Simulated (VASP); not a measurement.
# LiF (I4/mmm) in VASP: a series of runs, part 2 of 3

VASP 6.6.1.

### Step 3. Single point, LDA (strain -0.050 along x and y, +0.025 along z)

The input, INCAR:

```
SYSTEM = LiF
ALGO = Normal
EDIFF = 1E-6
ENCUT = 520
GGA = CA
ISIF = 2
ISMEAR = 0
LASPH = .TRUE.
LCHARG = .FALSE.
LREAL = .FALSE.
LWAVE = .FALSE.
NBANDS = 12
NELM = 100
PREC = Accurate
SIGMA = 0.05
```

The input, KPOINTS:

```
k-points
0
G
  10 10 10
  0 0 0
```

The input, POSCAR:

```
LiF
1.0
    0.0000000000      1.9133000000      2.0643500000
    1.9133000000      0.0000000000      2.0643500000
    1.9133000000      1.9133000000      0.0000000000
Li F
1 1
Direct
    0.0000000000      0.0000000000      0.0000000000
    0.5000000000      0.5000000000      0.5000000000
```

Potentials or basis: VASP PAW LDA potentials, release 64 (Li_sv, F).

Command:

```
cat potpaw_LDA.64/Li_sv/POTCAR potpaw_LDA.64/F/POTCAR > POTCAR
mpirun -np 1 vasp_std > vasp.out
```

OUTCAR:

```text
SYSTEM = LiF
   EDIFF = 1E-6
   ENCUT = 520
   GGA = CA
   ISIF = 2
   ISMEAR = 0
   LASPH = .TRUE.
   LREAL = .FALSE.
   NELM = 100
   PREC = Accurate

 ion  position               nearest neighbor table
   1  0.000  0.000  0.000-   2 1.91   2 1.91   2 1.91   2 1.91   2 2.06   2 2.06
   2  0.500  0.500  0.500-   1 1.91   1 1.91   1 1.91   1 1.91   1 2.06   1 2.06

  LATTYP: Found a body centered tetragonal cell.
 ALAT       =     2.7058148089
 C/A-ratio  =     1.5258620015

  Lattice vectors:

 A1 = (  -1.9133000000,   0.0000000000,   2.0643500000)
 A2 = (   1.9133000000,   0.0000000000,   2.0643500000)
 A3 = (   0.0000000000,   1.9133000000,  -2.0643500000)

Analysis of symmetry for initial positions (statically):
=====================================================================
 Subroutine PRICEL returns:
 Original cell was already a primitive cell.

 Routine SETGRP: Setting up the symmetry group for a
 body centered tetragonal supercell.

 Subroutine GETGRP returns: Found 16 space group operations
 (whereof 16 operations were pure point group operations)
 out of a pool of 16 trial point group operations.

The static configuration has the point symmetry D_4h.

Analysis of symmetry for dynamics (positions and initial velocities):
=====================================================================
 Subroutine PRICEL returns:
 Original cell was already a primitive cell.

 Routine SETGRP: Setting up the symmetry group for a
 body centered tetragonal supercell.

 Subroutine GETGRP returns: Found 16 space group operations
 (whereof 16 operations were pure point group operations)
 out of a pool of 16 trial point group operations.

The dynamic configuration has the point symmetry D_4h.

 Subroutine INISYM returns: Found 16 space group operations
 (whereof 16 operations are pure point group operations),
 and found     1 'primitive' translations

----------------------------------------------------------------------------------------

                                     Primitive cell

  volume of cell :      15.1140

  direct lattice vectors                    reciprocal lattice vectors
     0.000000000  1.913300000  2.064350000    -0.261328595  0.261328595  0.242206990
     1.913300000  0.000000000  2.064350000     0.261328595 -0.261328595  0.242206990
     1.913300000  1.913300000  0.000000000     0.261328595  0.261328595 -0.242206990

  length of vectors
     2.814650567  2.814650567  2.705814809     0.441870450  0.441870450  0.441870450

  position of ions in fractional coordinates (direct lattice)
     0.000000000  0.000000000  0.000000000
     0.500000000  0.500000000  0.500000000

  ion indices of the primitive-cell ions
   primitive index   ion index
                 1           1
                 2           2

----------------------------------------------------------------------------------------

 KPOINTS: k-points

Automatic generation of k-mesh.
 Grid dimensions read from file:
 generate k-points for:   10   10   10

 Generating k-lattice:

  Cartesian coordinates                     Fractional coordinates (reciprocal lattice)
    -0.026132859  0.026132859  0.024220699     0.100000000  0.000000000  0.000000000
     0.026132859 -0.026132859  0.024220699     0.000000000  0.100000000  0.000000000
     0.026132859  0.026132859 -0.024220699    -0.000000000 -0.000000000  0.100000000

  Length of vectors
     0.044187045  0.044187045  0.044187045

  Shift w.r.t. Gamma in fractional coordinates (k-lattice)
     0.000000000  0.000000000  0.000000000

 Subroutine IBZKPT returns following result:
 ===========================================

 Found    102 irreducible k-points:

 Following reciprocal coordinates:
            Coordinates               Weight
  0.000000  0.000000  0.000000      1.000000
  0.100000  0.000000  0.000000      8.000000
  0.200000  0.000000  0.000000      8.000000
  0.300000  0.000000  0.000000      8.000000
  0.400000  0.000000  0.000000      8.000000
  0.500000  0.000000  0.000000      4.000000
[... 16 lines left out ...]
  0.300000  0.300000  0.000000      2.000000
  0.400000  0.300000  0.000000      8.000000
 [... further k-points ...]
   k-points           NKPTS =    102   k-points in BZ     NKDIM =    102   number of bands    NBANDS=     12
   number of dos      NEDOS =    301   number of ions     NIONS =      2
   total plane-waves  NPLWV =  11520
   dimension x,y,z NGX =    24 NGY =   24 NGZ =   20
   dimension x,y,z NGXF=    48 NGYF=   48 NGZF=   40
   ions per type =               1   1
   NGX,Y,Z   is equivalent  to a cutoff of  14.18, 14.18, 12.29 a.u.
   NGXF,Y,Z  is equivalent  to a cutoff of  28.35, 28.35, 24.58 a.u.
 SYSTEM =  LiF
   PREC   = accura    normal or accurate (medium, high low for compatibility)
   ISTART =      0    job   : 0-new  1-cont  2-samecut
   ICHARG =      2    charge: 1-file 2-atom 10-const
   ISPIN  =      1    spin polarized calculation?
   LNONCOLLINEAR =      F non collinear calculations
   LSORBIT =      F    spin-orbit coupling
   LASPH  =      T    aspherical Exc in radial PAW
   ENCUT  =  520.0 eV  38.22 Ry    6.18 a.u.   5.23  5.23  5.03*2*pi/ulx,y,z
   NELM   =    100;   NELMIN=  2; NELMDL= -5     # of ELM steps
   EDIFF  = 0.1E-05   stopping-criterion for ELM
   LREAL  =      F    real-space projection
   EDIFFG = 0.1E-04   stopping-criterion for IOM
   NSW    =      0    number of steps for IOM
   IBRION =     -1    ionic relax: 0-MD 1-quasi-New 2-CG
   NFREE  =      0    steps in history (QN), initial steepest desc. (CG)
   ISIF   =      2    stress and relaxation
   ISYM   =      2    0-nonsym 1-usesym 2-fastsym
   POTIM  = 0.5000    time-step for ionic-motion
   TEBEG  =    0.0;   TEEND  =   0.0 temperature during run
   PSTRESS=    0.0 pullay stress
   NELECT =      10.0000    total number of electrons
   NUPDOWN=      -1.0000    fix difference up-down
   EMIN   =  10.00;   EMAX   =-10.00  energy-range for DOS
   EFERMI =   0.00;   METHOD = LEGACY
   ISMEAR =     0;   SIGMA  =   0.05  broadening in eV -4-tet -1-fermi 0-gaus
   EFERMI_NEDOS =   21; number of points for ismear=-14 and -15
   IALGO  =     38    algorithm
   IMIX   =      4    mixing-type and parameters
     AMIX     =   0.40;   BMIX     =  1.00
     AMIX_MAG =   1.60;   BMIX_MAG =  1.00
  volume/ion in A,a.u.               =       7.56        51.00
  Fermi-wavevector in a.u.,A,eV,Ry     =   1.426533  2.695756 27.687788  2.034995
  Thomas-Fermi vector in A             =   2.546799
   LORBIT       =      0    0 simple, 1 ext, 2 COOP (PROOUT), +10 PAW based schemes
   GGA     = CA    functional components
   LHFCALC =     F    Hartree Fock is set to
   AEXX    =    0.0000 exact exchange contribution
   IVDW    =     0    specifies the selected vdW correction
   LEPSILON=     F    determine dielectric tensor
   LRPA    =     F    only Hartree local field effects (RPA)
 non-spin polarized calculation
 Gauss-broadening in eV      SIGMA  =   0.05
  energy-cutoff  :      520.00
  volume of cell :       15.11
 maximum number of plane-waves:       419
 NGX is ok and might be reduce to    24
   NGX = 11   NGY = 11   NGZ =  9

 number of electron      10.0000002 magnetization

 Free energy of the ion-electron system (eV)
  ---------------------------------------------------
  ext. energy  EPLUGINS =         0.00000000
  ---------------------------------------------------
  free energy    TOTEN  =       -10.48275373 eV

  energy without entropy =      -10.48275373  energy(sigma->0) =      -10.48275373

 E-fermi :  -0.3095     XC(G=0): -11.0558

 val. band max:       -0.7117324912   @ k =   0.0000   0.0000   0.0000
 cond. band min:       8.7299880125   @ k =   0.0000   0.0000   0.0000
 fundamental gap:      9.4417205036
 Fermi energy:        -0.3094844107

 k-point     1 :       0.0000    0.0000    0.0000
  band No.  band energies     occupation
      1     -40.3934      2.00000
      2     -20.5892      2.00000
      3      -0.8632      2.00000
      4      -0.8632      2.00000
      5      -0.7117      2.00000
      6       8.7300      0.00000
      7      22.5030      0.00000
      8      23.4847      0.00000
      9      24.1897      0.00000
     10      24.1897      0.00000
     11      24.3574      0.00000
     12      24.3574      0.00000
[... 331 lines left out ...]
 k-point    24 :       0.4000    0.3000    0.0000
  band No.  band energies     occupation
      1     -40.3084      2.00000
      2     -20.0018      2.00000
      3      -3.5210      2.00000
      4      -1.7205      2.00000
      5      -1.5588      2.00000
      6      12.1774      0.00000
      7      16.6031      0.00000
      8      18.0275      0.00000
      9      20.5769      0.00000
     10      21.6708      0.00000
     11      34.0174      0.00000
     12      35.6782      0.00000

 [... further k-points ...]
[... 5 lines left out ...]
  --------------------------------------------------------------------------------------
  -------------------------------------------------------------------------------------
  Total        0.1900895      0.1900895     -0.4717381      0.0000000      0.0000000     -0.0000000
  in kB       20.1506627     20.1506627    -50.0071431      0.0000000      0.0000000     -0.0000000
  external PRESSURE =      -3.2352726 kB  Pullay stress =       0.0000000 kB

 VOLUME and BASIS-vectors are now :
 -----------------------------------------------------------------------------
  energy-cutoff  :      520.00
  volume of cell :       15.11
      direct lattice vectors                 reciprocal lattice vectors
     0.000000000  1.913300000  2.064350000    -0.261328595  0.261328595  0.242206990
     1.913300000  0.000000000  2.064350000     0.261328595 -0.261328595  0.242206990
     1.913300000  1.913300000  0.000000000     0.261328595  0.261328595 -0.242206990

 POSITION                                       TOTAL-FORCE (eV/Angst)
 -----------------------------------------------------------------------------------
      0.00000      0.00000      0.00000        -0.000000     -0.000000      0.000000
      1.91330      1.91330      2.06435         0.000000      0.000000      0.000000
 -----------------------------------------------------------------------------------
    total drift:                               -0.000000     -0.000000      0.000000

  FREE ENERGIE OF THE ION-ELECTRON SYSTEM (eV)
  ---------------------------------------------------
  free  energy   TOTEN  =       -10.4827537297 eV

  energy  without entropy=      -10.4827537297  energy(sigma->0) =      -10.48275373
```

stdout:

```text
POSCAR found type information on POSCAR LiF
 POSCAR found :  2 types and       2 ions
 scaLAPACK will be used
 LDA part: xc-table for (Slater(with rela. corr.)+CA(PZ))
 , standard interpolation
 POSCAR, INCAR and KPOINTS ok, starting setup
 FFT: planning ... GRIDC
 FFT: planning ... GRID_SOFT
 FFT: planning ... GRID
 WAVECAR not read
 entering main loop
```

Wall time 5 s (1 thread of Intel Xeon 6975P-C (Granite Rapids), shared host); peak memory 0.12 GiB.

What came out:

- Free energy: -10.4828 eV
- Band gap on the k mesh: 9.44 eV, direct

Caveat: the cell differs from its parent crystal (strain -0.050 along x and y, +0.025 along z); the cutoff is under 1.25 times the usual one of these potentials, so pressure, stress and relaxed cells hold a basis-set (Pulay) error.

(Continued in part 3 of 3.)
